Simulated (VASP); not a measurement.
# CsH (Fm-3m) in VASP: relaxation of cell and atoms with LDA

Aim: the relaxation of cell and atoms of CsH with LDA.

Everything below comes from runs of VASP 6.6.1. Logs are shortened: lines on timing, memory, paths and dates and some standing lists are left out, and cuts for length are marked.

### 1 The cell of the first run

It takes space group Fm-3m (No. 225, cubic). The conventional cell has a = 6.102 Å, b = 6.102 Å, c = 6.102 Å, α = 90.00°, β = 90.00°, γ = 90.00°. Within 4.0 Å of Cs (site symmetry m-3m) lie 6 H at 3.05 Å. Within 4.0 Å of H (site symmetry m-3m) lie 6 Cs at 3.05 Å.

### 2 Relaxation of cell and atoms, LDA

Contents of INCAR:

```
  PREC = Accurate
  ENCUT = 600
  EDIFF = 1E-6
  ISMEAR = 0
  SIGMA = 0.01
  LREAL = False
  LASPH = True
  NELM = 80
  ALGO = Normal
  ISIF = 3
  LWAVE = False
  LCHARG = False
  GGA = CA
  IBRION = 2
  NSW = 80
  EDIFFG = -0.001
```

Contents of KPOINTS:

```
regular mesh
0
Gamma
  8 8 8
```

Contents of POSCAR:

```
CsH
1.0
    0.0000000000      3.0511182234      3.0511182234
    3.0511182234      0.0000000000      3.0511182234
    3.0511182234      3.0511182234      0.0000000000
Cs H
1 1
Direct
    0.0000000000      0.0000000000      0.0000000000
    0.5000000000      0.5000000000      0.5000000000
```

Potentials or basis: VASP PAW LDA potentials, release 64 (Cs_sv, H).

Started as:

```console
> cat potpaw_LDA.64/Cs_sv/POTCAR potpaw_LDA.64/H/POTCAR > POTCAR
> mpirun -np 1 vasp_std > vasp.out
```

OUTCAR:

```text
PREC = Accurate
   ENCUT = 600
   EDIFF = 1E-6
   ISMEAR = 0
   LREAL = False
   LASPH = True
   NELM = 80
   ISIF = 3
   GGA = CA
   IBRION = 2
   NSW = 80
   EDIFFG = -0.001

 ion  position               nearest neighbor table
   1  0.000  0.000  0.000-
   2  0.500  0.500  0.500-

  LATTYP: Found a face centered cubic cell.
 ALAT       =     6.1022364468

  Lattice vectors:

 A1 = (   0.0000000000,   3.0511182234,   3.0511182234)
 A2 = (   3.0511182234,   0.0000000000,   3.0511182234)
 A3 = (   3.0511182234,   3.0511182234,   0.0000000000)

Analysis of symmetry for initial positions (statically):
=====================================================================
 Subroutine PRICEL returns:
 Original cell was already a primitive cell.

 Routine SETGRP: Setting up the symmetry group for a
 face centered cubic supercell.

 Subroutine GETGRP returns: Found 48 space group operations
 (whereof 48 operations were pure point group operations)
 out of a pool of 48 trial point group operations.

The static configuration has the point symmetry O_h .

Analysis of symmetry for dynamics (positions and initial velocities):
=====================================================================
 Subroutine PRICEL returns:
 Original cell was already a primitive cell.

 Routine SETGRP: Setting up the symmetry group for a
 face centered cubic supercell.

 Subroutine GETGRP returns: Found 48 space group operations
 (whereof 48 operations were pure point group operations)
 out of a pool of 48 trial point group operations.

The dynamic configuration has the point symmetry O_h .

 Subroutine INISYM returns: Found 48 space group operations
 (whereof 48 operations are pure point group operations),
 and found     1 'primitive' translations

----------------------------------------------------------------------------------------

                                     Primitive cell

  volume of cell :      56.8077

  direct lattice vectors                    reciprocal lattice vectors
     0.000000000  3.051118223  3.051118223    -0.163874345  0.163874345  0.163874345
     3.051118223  0.000000000  3.051118223     0.163874345 -0.163874345  0.163874345
     3.051118223  3.051118223  0.000000000     0.163874345  0.163874345 -0.163874345

  length of vectors
[... 91 lines left out ...]
   TEBEG  =    0.0;   TEEND  =   0.0 temperature during run
   PSTRESS=    0.0 pullay stress
   NELECT =      10.0000    total number of electrons
   NUPDOWN=      -1.0000    fix difference up-down
   EMIN   =  10.00;   EMAX   =-10.00  energy-range for DOS
   EFERMI =   0.00;   METHOD = LEGACY
   ISMEAR =     0;   SIGMA  =   0.01  broadening in eV -4-tet -1-fermi 0-gaus
   EFERMI_NEDOS =   21; number of points for ismear=-14 and -15
   IALGO  =     38    algorithm
   IMIX   =      4    mixing-type and parameters
     AMIX     =   0.40;   BMIX     =  1.00
     AMIX_MAG =   1.60;   BMIX_MAG =  1.00
  volume/ion in A,a.u.               =      28.40       191.68
  Fermi-wavevector in a.u.,A,eV,Ry     =   0.917499  1.733822 11.453455  0.841805
  Thomas-Fermi vector in A             =   2.042475
   LORBIT       =      0    0 simple, 1 ext, 2 COOP (PROOUT), +10 PAW based schemes
   GGA     = CA    functional components
   LHFCALC =     F    Hartree Fock is set to
   AEXX    =    0.0000 exact exchange contribution
   IVDW    =     0    specifies the selected vdW correction
   LEPSILON=     F    determine dielectric tensor
   LRPA    =     F    only Hartree local field effects (RPA)
 conjugate gradient relaxation of ions
 non-spin polarized calculation
 Gauss-broadening in eV      SIGMA  =   0.01
  energy-cutoff  :      600.00
  volume of cell :       56.81
 maximum number of plane-waves:      1924
 NGX is ok and might be reduce to    36
   NGX = 17   NGY = 17   NGZ = 17

--------------------------------------- Ionic step        1  -------------------------------------------

 number of electron      10.0000000 magnetization

 number of electron       9.9999999 magnetization

 Free energy of the ion-electron system (eV)
  ---------------------------------------------------
  ext. energy  EPLUGINS =         0.00000000
  ---------------------------------------------------
  free energy    TOTEN  =        -4.92375832 eV

  energy without entropy =       -4.92375832  energy(sigma->0) =       -4.92375832

------------------------ aborting loop because EDIFF is reached ----------------------------------------

  FORCE on cell =-STRESS in cart. coord.  units (eV):
  Direction    XX          YY          ZZ          XY          YZ          ZX
  --------------------------------------------------------------------------------------
  -------------------------------------------------------------------------------------
  Total        0.0204927      0.0204927      0.0204927      0.0000000      0.0000000      0.0000000
  in kB        0.5779669      0.5779669      0.5779669      0.0000000      0.0000000      0.0000000
  external PRESSURE =       0.5779669 kB  Pullay stress =       0.0000000 kB
[... 95 lines left out ...]
--------------------------------------- Ionic step        4  -------------------------------------------

 number of electron      10.0000000 magnetization

 Free energy of the ion-electron system (eV)
  ---------------------------------------------------
  ext. energy  EPLUGINS =         0.00000000
  ---------------------------------------------------
  free energy    TOTEN  =        -4.92381414 eV

  energy without entropy =       -4.92381414  energy(sigma->0) =       -4.92381414

 E-fermi :   0.7990     XC(G=0):  -7.9964

 val. band max:        0.7158927558   @ k =   0.5000   0.0000   0.0000
 cond. band min:       2.4524920309   @ k =   0.5000   0.0000   0.0000
 fundamental gap:      1.7365992750
 Fermi energy:         0.7990086449

 k-point     1 :       0.0000    0.0000    0.0000
  band No.  band energies     occupation
      1     -20.8461      2.00000
      2      -7.1345      2.00000
      3      -7.1345      2.00000
      4      -7.1345      2.00000
      5      -1.4475      2.00000
      6       5.6481      0.00000
      7       5.6481      0.00000
      8       5.6481      0.00000
      9       6.8124      0.00000
[... 265 lines left out ...]
 k-point    24 :      -0.3750    0.2500    0.1250
  band No.  band energies     occupation
      1     -20.6920      2.00000
      2      -8.1900      2.00000
      3      -7.5888      2.00000
      4      -7.3745      2.00000
      5       0.1431      2.00000
      6       3.3639      0.00000
      7       4.9873      0.00000
      8       5.9150      0.00000
      9       8.2789      0.00000

 [... further k-points ...]
[... 5 lines left out ...]
  --------------------------------------------------------------------------------------
  -------------------------------------------------------------------------------------
  Total        0.0000097      0.0000097      0.0000097      0.0000000      0.0000000      0.0000000
  in kB        0.0002711      0.0002711      0.0002711      0.0000000      0.0000000      0.0000000
  external PRESSURE =       0.0002711 kB  Pullay stress =       0.0000000 kB
[... 17 lines left out ...]
  FREE ENERGIE OF THE ION-ELECTRON SYSTEM (eV)
  ---------------------------------------------------
  free  energy   TOTEN  =        -4.9238141369 eV

  energy  without entropy=       -4.9238141369  energy(sigma->0) =       -4.92381414

 reached required accuracy - stopping structural energy minimisation
```

OSZICAR:

```text
N       E                     dE             d eps       ncg     rms          rms(c)
DAV:   1     0.458027921924E+02    0.45803E+02   -0.46959E+03   522   0.104E+03
DAV:   2    -0.302184455979E+01   -0.48825E+02   -0.47275E+02   710   0.137E+02
DAV:   3    -0.573978776860E+01   -0.27179E+01   -0.27166E+01   599   0.386E+01
DAV:   4    -0.575738580129E+01   -0.17598E-01   -0.17597E-01   810   0.359E+00
[... 23 lines left out ...]
       N       E                     dE             d eps       ncg     rms          rms(c)
DAV:   1    -0.492386899319E+01   -0.55801E-04   -0.11866E-03   522   0.214E-01    0.310E-02
DAV:   2    -0.492382611032E+01    0.42883E-04   -0.63372E-05   536   0.491E-02    0.143E-02
DAV:   3    -0.492381430997E+01    0.11800E-04   -0.45294E-05   537   0.401E-02    0.271E-03
DAV:   4    -0.492381413691E+01    0.17306E-06   -0.29697E-07   287   0.518E-03
   4 F= -.49238141E+01 E0= -.49238141E+01  d E =-.558122E-04
```

CONTCAR:

```text
CsH
   1.00000000000000
     0.0000000000000000    3.0561242454871707    3.0561242454871707
     3.0561242454871707    0.0000000000000000    3.0561242454871707
     3.0561242454871707    3.0561242454871707    0.0000000000000000
  Cs              H
     1     1
Direct
     0.0000000000000000    0.0000000000000000    0.0000000000000000
     0.5000000000000000    0.5000000000000000    0.5000000000000000

  0.00000000E+00  0.00000000E+00  0.00000000E+00
  0.00000000E+00  0.00000000E+00  0.00000000E+00
```

Wall time 13 s (1 thread of Intel Xeon 6975P-C (Granite Rapids), shared host); peak memory 0.19 GiB.

Results:

| Property | Result |
| --- | --- |
| Free energy | -4.9238 eV |
| Relaxed volume | 28.54 Å³/atom |
| Relaxed cell | a = 4.322 Å, b = 4.322 Å, c = 4.322 Å, α = 60.00°, β = 60.00°, γ = 60.00° |
| Space group after relaxing (to 0.1 Å) | Fm-3m (No. 225) |
| Energy gained by relaxing | 0.0 meV/atom |
| Ionic steps | 4 |
| Pressure after relaxing | 0.0 GPa |
| Band gap on the k mesh | 1.74 eV |

Final structure:
```xyz
2
Lattice="0.0000 3.0561 3.0561 3.0561 0.0000 3.0561 3.0561 3.0561 0.0000" Properties=species:S:1:pos:R:3 pbc="T T T"
Cs    0.0000    0.0000    0.0000
H     3.0561    3.0561    3.0561
```

Levels at points of the mesh, in eV from the valence-band top:
```tsv
k point	band 2	band 3	band 4	band 5	band 6	band 7	band 8	band 9
(0.00, 0.00, 0.00)	-7.85	-7.85	-7.85	-2.16	4.93	4.93	4.93	6.10
(0.50, 0.00, 0.00)	-9.09	-7.99	-7.99	0.00	1.74	4.45	4.45	7.37
(0.50, 0.50, 0.00)	-8.90	-8.25	-8.25	-1.63	2.54	5.81	8.45	8.57
```

Caveat: spin-orbit coupling is left out, which moves the levels of the heavy elements.
